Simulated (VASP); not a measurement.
Input of a VASP 6.6.1 run:

The input POSCAR:

```
Sc2Si
1.0
    1.9612122371      1.1323064130      5.2735493042
   -1.9612122371      1.1323064130      5.2735493042
    0.0000000000     -2.2646128260      5.2735493042
Sc Si
2 1
Direct
    0.7551993436      0.7551993436      0.7551993436
    0.2448006564      0.2448006564      0.2448006564
    0.0000000000      0.0000000000      0.0000000000
```

The input INCAR.step1:

```
PREC = Accurate
ENCUT = 520
ISMEAR = 0
SIGMA = 0.1
LREAL = F
LASPH = T
NELM = 80
NBANDS = 20
GGA = PE
ALGO = Normal
EDIFF = 1E-4
LWAVE = T
LCHARG = F
```

Contents of INCAR.step2:

```
PREC = Accurate
ENCUT = 520
EDIFF = 1E-6
ISMEAR = 0
SIGMA = 0.1
LREAL = F
LASPH = T
NELM = 80
ALGO = Normal
ISIF = 2
LWAVE = F
LCHARG = F
METAGGA = R2SCAN
LMIXTAU = T
NBANDS = 20
ISTART = 1
```

KPOINTS

```
regular mesh
0
Gamma
  6 6 6
```

Potentials or basis: VASP PAW PBE potentials, release 64 (Sc_sv, Si).

Command:

```bash
$ cat potpaw_PBE.64/Sc_sv/POTCAR potpaw_PBE.64/Si/POTCAR > POTCAR
$ cp INCAR.step1 INCAR
$ mpirun -np 1 vasp_std > vasp.out
$ cp INCAR.step2 INCAR
$ mpirun -np 1 vasp_std > vasp.out
```

(1) Predict the largest force.

(2) What does it give for the pressure?

Answers

(1) 0.006 eV/Å.

(2) 0.4 GPa.

Caveat: the PAW data sets were made with another functional, which shifts forces and pressure a little.
